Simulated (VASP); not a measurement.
The system is CdP.

```xyz
4
Lattice="2.0847 -5.2896 0.0000 2.0847 5.2896 0.0000 0.0000 0.0000 4.0378" Properties=species:S:1:pos:R:3 pbc="T T T"
Cd    2.0847   -3.8297    3.0284
Cd    2.0847    3.8297    1.0095
P     2.0847   -0.8781    3.0284
P     2.0847    0.8781    1.0095
```

* Program: VASP 6.6.1
* Task: relaxation of cell and atoms
* Functional: PBE
* Potentials or basis: VASP PAW PBE potentials, release 64 (Cd, P)
* Cutoff: 600 eV
* k mesh: 4 × 4 × 4
* Occupations: gaussian, width 0.1 eV
* Spin: no spin polarisation

At the start: pressure -4.2 GPa; volume 22.26 Å³/atom.

Q: Where does the relaxation end?

A: Over 57 steps the energy falls by 168.1 meV/atom and the volume is 21.31 Å³/atom (-4.3 %); space group Cmcm (No. 63, to 0.1 Å) before and after.

Step by step:
```tsv
step	energy change (eV)	largest force (eV/Å)	pressure (GPa)	volume (Å³)
1	0.0000	0.4324	-4.25	89.05
3	-0.1484	0.3534	1.02	81.23
5	-0.2387	0.2995	1.39	81.81
7	-0.2584	0.1900	-0.69	84.54
9	-0.2815	0.0641	0.03	83.31
11	-0.2862	0.0375	0.08	83.41
13	-0.3207	0.2142	-0.96	84.45
15	-0.3296	0.2810	-1.39	84.62
17	-0.3360	0.3523	-1.74	84.76
19	-0.3370	0.3775	-1.84	84.79
21	-0.3396	0.4227	-1.99	84.73
23	-0.3472	0.4006	-1.78	84.41
25	-0.3745	0.3093	-0.78	82.94
27	-0.3909	0.2202	1.02	80.71
29	-0.4117	0.2541	0.83	81.48
31	-0.4626	0.2603	0.71	84.83
33	-0.5036	0.3004	-0.76	89.06
35	-0.5110	0.3264	-1.37	91.70
37	-0.5624	0.3039	-1.21	92.98
39	-0.5652	0.4368	-0.95	93.31
41	-0.6045	0.2467	-0.99	90.68
43	-0.6243	0.2172	-0.15	88.25
45	-0.6468	0.2174	1.19	84.89
47	-0.6613	0.1713	0.94	84.04
49	-0.6671	0.1457	0.00	84.82
51	-0.6686	0.1038	-0.03	85.00
53	-0.6703	0.0911	-0.12	85.86
55	-0.6713	0.0095	-0.10	85.53
57	-0.6722	0.0076	-0.01	85.23
```

Final structure:
```
CELL_PARAMETERS angstrom
1.81774 -7.24894 0.00000
1.81774 7.24894 0.00000
0.00000 0.00000 3.23403
ATOMIC_POSITIONS crystal
Cd 0.82171 0.17829 0.75000
Cd 0.17829 0.82171 0.25000
P 0.55142 0.44858 0.75000
P 0.44858 0.55142 0.25000
```

Caveat: the k points lie up to 0.49 Å⁻¹ apart in the final cell, too coarse for converged energies and pressures of a metal; a cell axis changed by over 15 % at a fixed basis, so the end point is rough.
